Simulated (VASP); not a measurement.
# KTaO3 (R-3m) in VASP: further runs

Runs on KTaO3. Level: LDA. Tasks: electric field gradients.

All numbers are computed with VASP 6.6.1; they aren't measurements. Logs are shortened: lines on timing, memory, paths and dates and some standing lists are left out, and cuts for length are marked.

## (1) The cell of the first run

Symmetry: R-3m, No. 166, trigonal system. The conventional cell has a = 5.669 Å, b = 5.669 Å, c = 6.839 Å, α = 90.00°, β = 90.00°, γ = 120.00°. K (site symmetry -3m) has 12 O at 2.81 to 2.83 Å and 8 Ta at 3.42 to 3.47 Å within 3.7 Å. Within 2.6 Å of Ta (site symmetry -3m) lie 6 O at 1.99 Å. O (site symmetry 2/m) has 2 Ta at 1.99 Å within 2.6 Å.

## (2) Electric field gradients, LDA (equal xy, yz and zx shear strains of -1 %)

The input, INCAR:

```
SYSTEM = KTaO3
ALGO     = Normal         ! electronic algorithm
EDIFF    = 1E-8           ! SCF threshold, eV
ENCUT    = 520            ! plane-wave cutoff, eV
ISIF     = 2              ! what is computed and relaxed
ISMEAR   = -1             ! smearing method
LASPH    = .TRUE.         ! aspherical terms in the spheres
LCHARG   = .FALSE.        ! write CHGCAR
LEFG     = .TRUE.       
LREAL    = .FALSE.        ! projectors in reciprocal space
LWAVE    = .FALSE.        ! write WAVECAR
NBANDS   = 27             ! bands
NELM     = 100            ! most SCF steps
PREC     = Accurate       ! precision mode
SIGMA    = 0.01           ! smearing width, eV
```

The input, KPOINTS:

```
k-points
0
G
  5 5 5
  0 0 0
```

The input, POSCAR:

```
KTaO3
1.0
    3.9883000000     -0.0199415000     -0.0199415000
   -0.0199415000      3.9883000000     -0.0199415000
   -0.0199415000     -0.0199415000      3.9883000000
K Ta O
1 1 3
Direct
    0.5000000000      0.5000000000      0.5000000000
    0.0000000000      0.0000000000      0.0000000000
    0.5000000000      0.0000000000      0.0000000000
    0.0000000000      0.5000000000      0.0000000000
    0.0000000000      0.0000000000      0.5000000000
```

Potentials or basis: VASP PAW LDA potentials, release 64 (K_sv, Ta_pv, O).

Launch:

```sh
cat potpaw_LDA.64/K_sv/POTCAR potpaw_LDA.64/Ta_pv/POTCAR potpaw_LDA.64/O/POTCAR > POTCAR
mpirun -np 1 vasp_std > vasp.out
```

OUTCAR:

```text
SYSTEM = KTaO3
   EDIFF = 1E-8
   ENCUT = 520
   ISIF = 2
   ISMEAR = -1
   LASPH = .TRUE.
   LREAL = .FALSE.
   NELM = 100
   PREC = Accurate

 ion  position               nearest neighbor table
   1  0.500  0.500  0.500-   3 2.81   4 2.81   5 2.81   3 2.81   4 2.81   5 2.81   5 2.83   3 2.83
                             4 2.83   5 2.83   4 2.83   3 2.83   2 3.42   2 3.42   2 3.47   2 3.47
   2  0.000  0.000  0.000-   3 1.99   4 1.99   5 1.99   5 1.99   4 1.99   3 1.99   1 3.42   1 3.42
                             1 3.47   1 3.47   1 3.47   1 3.47   1 3.47   1 3.47
   3  0.500  0.000  0.000-   2 1.99   2 1.99   1 2.81   1 2.81   1 2.83   1 2.83
   4  0.000  0.500  0.000-   2 1.99   2 1.99   1 2.81   1 2.81   1 2.83   1 2.83
   5  0.000  0.000  0.500-   2 1.99   2 1.99   1 2.81   1 2.81   1 2.83   1 2.83

  LATTYP: Found a trigonal (rhomboedric) cell.
 ALAT       =     3.9883997063
 COS(alpha) =    -0.0099745013

  Lattice vectors:

 A1 = (   3.9883000000,  -0.0199415000,  -0.0199415000)
 A2 = (  -0.0199415000,   3.9883000000,  -0.0199415000)
 A3 = (  -0.0199415000,  -0.0199415000,   3.9883000000)

Analysis of symmetry for initial positions (statically):
=====================================================================
 Subroutine PRICEL returns:
 Original cell was already a primitive cell.

 Routine SETGRP: Setting up the symmetry group for a
 trigonal (rhombohedral) supercell.

 Subroutine GETGRP returns: Found 12 space group operations
 (whereof 12 operations were pure point group operations)
 out of a pool of 12 trial point group operations.

The static configuration has the point symmetry D_3d.

Analysis of symmetry for dynamics (positions and initial velocities):
=====================================================================
 Subroutine PRICEL returns:
 Original cell was already a primitive cell.

 Routine SETGRP: Setting up the symmetry group for a
 trigonal (rhombohedral) supercell.

 Subroutine GETGRP returns: Found 12 space group operations
 (whereof 12 operations were pure point group operations)
 out of a pool of 12 trial point group operations.

The dynamic configuration has the point symmetry D_3d.

 Subroutine INISYM returns: Found 12 space group operations
 (whereof 12 operations are pure point group operations),
 and found     1 'primitive' translations

----------------------------------------------------------------------------------------

                                     Primitive cell

  volume of cell :      63.4353

  direct lattice vectors                    reciprocal lattice vectors
     3.988300000 -0.019941500 -0.019941500     0.250745995  0.001260030  0.001260030
    -0.019941500  3.988300000 -0.019941500     0.001260030  0.250745995  0.001260030
    -0.019941500 -0.019941500  3.988300000     0.001260030  0.001260030  0.250745995

  length of vectors
     3.988399706  3.988399706  3.988399706     0.250752327  0.250752327  0.250752327

  position of ions in fractional coordinates (direct lattice)
     0.500000000  0.500000000  0.500000000
     0.000000000  0.000000000  0.000000000
     0.500000000  1.000000000  0.000000000
     1.000000000  0.500000000  0.000000000
     0.000000000  0.000000000  0.500000000

  ion indices of the primitive-cell ions
   primitive index   ion index
                 1           1
                 2           2
                 3           3
                 4           4
                 5           5

----------------------------------------------------------------------------------------

 KPOINTS: k-points

Automatic generation of k-mesh.
 Grid dimensions read from file:
 generate k-points for:    5    5    5

 Generating k-lattice:

  Cartesian coordinates                     Fractional coordinates (reciprocal lattice)
     0.050149199  0.000252006  0.000252006     0.200000000  0.000000000  0.000000000
     0.000252006  0.050149199  0.000252006     0.000000000  0.200000000  0.000000000
     0.000252006  0.000252006  0.050149199     0.000000000  0.000000000  0.200000000

  Length of vectors
     0.050150465  0.050150465  0.050150465

  Shift w.r.t. Gamma in fractional coordinates (k-lattice)
     0.000000000  0.000000000  0.000000000

 Subroutine IBZKPT returns following result:
 ===========================================

 Found     19 irreducible k-points:

 Following reciprocal coordinates:
            Coordinates               Weight
  0.000000  0.000000  0.000000      1.000000
  0.200000 -0.000000  0.000000      6.000000
  0.400000 -0.000000 -0.000000      6.000000
  0.200000  0.200000  0.000000      6.000000
  0.400000  0.200000 -0.000000     12.000000
 -0.400000  0.200000  0.000000     12.000000
[... 11 lines left out ...]
  0.400000  0.400000  0.400000      2.000000
 -0.400000  0.400000  0.400000      6.000000
   k-points           NKPTS =     19   k-points in BZ     NKDIM =     19   number of bands    NBANDS=     27
   number of dos      NEDOS =    301   number of ions     NIONS =      5
   total plane-waves  NPLWV =  27000
   dimension x,y,z NGX =    30 NGY =   30 NGZ =   30
   dimension x,y,z NGXF=    60 NGYF=   60 NGZF=   60
   ions per type =               1   1   3
   NGX,Y,Z   is equivalent  to a cutoff of  12.50, 12.50, 12.50 a.u.
   NGXF,Y,Z  is equivalent  to a cutoff of  25.01, 25.01, 25.01 a.u.
 SYSTEM =  KTaO3
   PREC   = accura    normal or accurate (medium, high low for compatibility)
   ISTART =      0    job   : 0-new  1-cont  2-samecut
   ICHARG =      2    charge: 1-file 2-atom 10-const
   ISPIN  =      1    spin polarized calculation?
   LNONCOLLINEAR =      F non collinear calculations
   LSORBIT =      F    spin-orbit coupling
   LASPH  =      T    aspherical Exc in radial PAW
   ENCUT  =  520.0 eV  38.22 Ry    6.18 a.u.   7.42  7.42  7.42*2*pi/ulx,y,z
   NELM   =    100;   NELMIN=  2; NELMDL= -5     # of ELM steps
   EDIFF  = 0.1E-07   stopping-criterion for ELM
   LREAL  =      F    real-space projection
   EDIFFG = 0.1E-06   stopping-criterion for IOM
   NSW    =      0    number of steps for IOM
   IBRION =     -1    ionic relax: 0-MD 1-quasi-New 2-CG
   NFREE  =      0    steps in history (QN), initial steepest desc. (CG)
   ISIF   =      2    stress and relaxation
   ISYM   =      2    0-nonsym 1-usesym 2-fastsym
   POTIM  = 0.5000    time-step for ionic-motion
   TEBEG  =    0.0;   TEEND  =   0.0 temperature during run
   PSTRESS=    0.0 pullay stress
   NELECT =      38.0000    total number of electrons
   NUPDOWN=      -1.0000    fix difference up-down
   EMIN   =  10.00;   EMAX   =-10.00  energy-range for DOS
   EFERMI =   0.00;   METHOD = LEGACY
   ISMEAR =    -1;   SIGMA  =   0.01  broadening in eV -4-tet -1-fermi 0-gaus
   EFERMI_NEDOS =   21; number of points for ismear=-14 and -15
   IALGO  =     38    algorithm
   IMIX   =      4    mixing-type and parameters
     AMIX     =   0.40;   BMIX     =  1.00
     AMIX_MAG =   1.60;   BMIX_MAG =  1.00
  volume/ion in A,a.u.               =      12.69        85.62
  Fermi-wavevector in a.u.,A,eV,Ry     =   1.380042  2.607902 25.912528  1.904517
  Thomas-Fermi vector in A             =   2.504956
   LORBIT       =      0    0 simple, 1 ext, 2 COOP (PROOUT), +10 PAW based schemes
   GGA     = CA    functional components
   LHFCALC =     F    Hartree Fock is set to
   AEXX    =    0.0000 exact exchange contribution
   IVDW    =     0    specifies the selected vdW correction
   LEPSILON=     F    determine dielectric tensor
   LRPA    =     F    only Hartree local field effects (RPA)
 non-spin polarized calculation
  energy-cutoff  :      520.00
  volume of cell :       63.44
 maximum number of plane-waves:      1743
 NGX is ok and might be reduce to    30
   NGX = 15   NGY = 15   NGZ = 15

 number of electron      37.9999975 magnetization

 Free energy of the ion-electron system (eV)
  ---------------------------------------------------
  ext. energy  EPLUGINS =         0.00000000
  ---------------------------------------------------
  free energy    TOTEN  =       -45.03063720 eV

  energy without entropy =      -45.03063720  energy(sigma->0) =      -45.03063720

 E-fermi :   1.7651     XC(G=0): -11.4299

 val. band max:        1.4142301100   @ k =   0.4000   0.4000   0.4000
 cond. band min:       3.5102031786   @ k =   0.0000   0.0000   0.0000
 fundamental gap:      2.0959730687
 Fermi energy:         1.7651340093

 k-point     1 :       0.0000    0.0000    0.0000
  band No.  band energies     occupation
      1     -32.4018      2.00000
      2     -32.3898      2.00000
      3     -32.3898      2.00000
      4     -25.3497      2.00000
      5     -15.7330      2.00000
      6     -14.9931      2.00000
[... 19 lines left out ...]
     26       9.2876      0.00000
     27       9.2876      0.00000

 k-point     2 :       0.2000   -0.0000    0.0000
  band No.  band energies     occupation
      1     -32.4264      2.00000
      2     -32.3956      2.00000
      3     -32.3886      2.00000
      4     -25.3389      2.00000
      5     -15.6486      2.00000
      6     -14.9841      2.00000
[... 502 lines left out ...]
 k-point    19 :      -0.4000    0.4000    0.4000
  band No.  band energies     occupation
      1     -32.4740      2.00000
      2     -32.4649      2.00000
      3     -32.4646      2.00000
      4     -25.2902      2.00000
      5     -14.2658      2.00000
      6     -14.1478      2.00000
[... 19 lines left out ...]
     26      12.4805      0.00000
     27      13.1635      0.00000

------------------------ aborting loop because EDIFF is reached ----------------------------------------

  FORCE on cell =-STRESS in cart. coord.  units (eV):
  Direction    XX          YY          ZZ          XY          YZ          ZX
  --------------------------------------------------------------------------------------
  -------------------------------------------------------------------------------------
  Total       -1.7502201     -1.7502201     -1.7502201      0.3926160      0.3926160      0.3926160
  in kB      -44.2051094    -44.2051094    -44.2051094      9.9162576      9.9162576      9.9162576
  external PRESSURE =     -44.2051094 kB  Pullay stress =       0.0000000 kB

 VOLUME and BASIS-vectors are now :
 -----------------------------------------------------------------------------
  energy-cutoff  :      520.00
  volume of cell :       63.44
      direct lattice vectors                 reciprocal lattice vectors
     3.988300000 -0.019941500 -0.019941500     0.250745995  0.001260030  0.001260030
    -0.019941500  3.988300000 -0.019941500     0.001260030  0.250745995  0.001260030
    -0.019941500 -0.019941500  3.988300000     0.001260030  0.001260030  0.250745995

 POSITION                                       TOTAL-FORCE (eV/Angst)
 -----------------------------------------------------------------------------------
      1.97421      1.97421      1.97421         0.000000      0.000000     -0.000000
      0.00000      0.00000      0.00000        -0.000000     -0.000000      0.000000
      1.99415     -0.00997     -0.00997        -0.000000     -0.000000      0.000000
     -0.00997      1.99415     -0.00997         0.000000     -0.000000      0.000000
     -0.00997     -0.00997      1.99415        -0.000000      0.000000      0.000000
 -----------------------------------------------------------------------------------
    total drift:                                0.000000     -0.000000      0.000000

  FREE ENERGIE OF THE ION-ELECTRON SYSTEM (eV)
  ---------------------------------------------------
  free  energy   TOTEN  =       -45.0306371954 eV

  energy  without entropy=      -45.0306371954  energy(sigma->0) =      -45.03063720

 Electric field gradients (V/A^2)
---------------------------------------------------------------------
 ion       V_xx      V_yy      V_zz      V_xy      V_xz      V_yz
---------------------------------------------------------------------
   1       0.000    -0.000     0.000    -0.810    -0.810    -0.810
   2      -0.000    -0.000    -0.000    11.595    11.595    11.595
   3      14.712    -7.356    -7.356    -1.253    -1.253     0.509
   4      -7.356    14.712    -7.356    -1.253     0.509    -1.253
   5      -7.356    -7.356    14.712     0.509    -1.253    -1.253
---------------------------------------------------------------------

 Electric field gradients after diagonalization (V/A^2)
 (convention: |V_zz| > |V_xx| > |V_yy|)
----------------------------------------------------------------------
 ion       V_xx      V_yy      V_zz     asymmetry (V_yy - V_xx)/ V_zz
----------------------------------------------------------------------
   1       0.810     0.810    -1.620       0.000
   2     -11.595   -11.595    23.191       0.000
   3      -7.865    -6.992    14.857       0.059
   4      -7.865    -6.992    14.857       0.059
   5      -7.865    -6.992    14.857       0.059
----------------------------------------------------------------------

           NMR quadrupolar parameters

 Cq : quadrupolar parameter    Cq=e*Q*V_zz/h
 eta: asymmetry parameters     (V_yy - V_xx)/ V_zz
 Q  : nuclear electric quadrupole moment in mb (millibarn)
----------------------------------------------------------------------
 ion       Cq(MHz)       eta       Q (mb)
----------------------------------------------------------------------
   1      -0.004       0.000       1.000
   2       0.056       0.000       1.000
   3       0.036       0.059       1.000
   4       0.036       0.059       1.000
   5       0.036       0.059       1.000
----------------------------------------------------------------------
```

Wall time 78 s (1 thread of Intel Xeon 8259CL, shared host); peak memory 0.17 GiB.

Results:

* Free energy: -45.0306 eV
* Pressure: -4.4 GPa
* Band gap on the k mesh: 2.10 eV (least direct gap 2.57 eV)
* Largest electric field gradient by atom: K -1.6; Ta +23.2; O +14.9 V/Å²

Stress tensor (GPa, compression positive):
```
-4.42  0.99  0.99
 0.99 -4.42  0.99
 0.99  0.99 -4.42
```

Electric field gradients, principal values (V/Å²):
```
atom    least   middle  greatest (by size)
 1 K    0.810    0.810              -1.620
2 Ta  -11.595  -11.595              23.191
 3 O   -6.992   -7.865              14.857
 4 O   -6.992   -7.865              14.857
 5 O   -6.992   -7.865              14.857
```

Caveat: the cell differs from its parent crystal (equal xy, yz and zx shear strains of -1 %); the cell stands under tension; without QUAD_EFG the Cq values of the log hold for a quadrupole moment of 1 mb, not for the nuclei; spin-orbit coupling is left out, which moves the levels of the heavy elements; an odd mesh through Γ misses points on the zone boundary, where band edges can lie.

(Continued in part 2 of 2.)
